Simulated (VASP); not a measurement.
Runs of VASP 6.6.1 on Mo. The structure is that of space group Im-3m (No. 229), or close to it. The cells are those of the table. 

| cell | gap on the mesh (eV) | pressure (GPa) |
| --- | --- | --- |
| a = 2.874 Å, angles 109.5°, 1 atom | none | -27.4 |
| a = 2.805 Å, angles 109.5°, 1 atom | none | (a) |
| a = 2.623 Å, angles 110.2, 110.2, 108.1°, 1 atom | none | (b) |
| a = 2.647 Å, angles 110.9, 110.9, 106.7°, 1 atom | none | 34.2 |
| a = 2.669 Å, angles 109.5°, 1 atom | none | 23.9 |
| a = 2.646 Å, angles 108.8, 108.8, 110.9°, 1 atom | none | 33.7 |
| a = 2.600 Å, angles 109.5°, 1 atom | none | 56.0 |

Alike in all rows: task single point; level PBE; potentials or basis VASP PAW PBE potentials, release 64 (Mo_sv); no spin polarisation; k mesh 26 × 26 × 26; cutoff (eV) 520; smearing gaussian 0.15 eV.

Task: Fill in the values left out.

Result: (a) -15.9; (b) 44.4.

A k mesh can miss the band edges, and the runs leave out spin-orbit coupling on Mo.

A gap of «none» marks levels without a gap at the run's occupations.
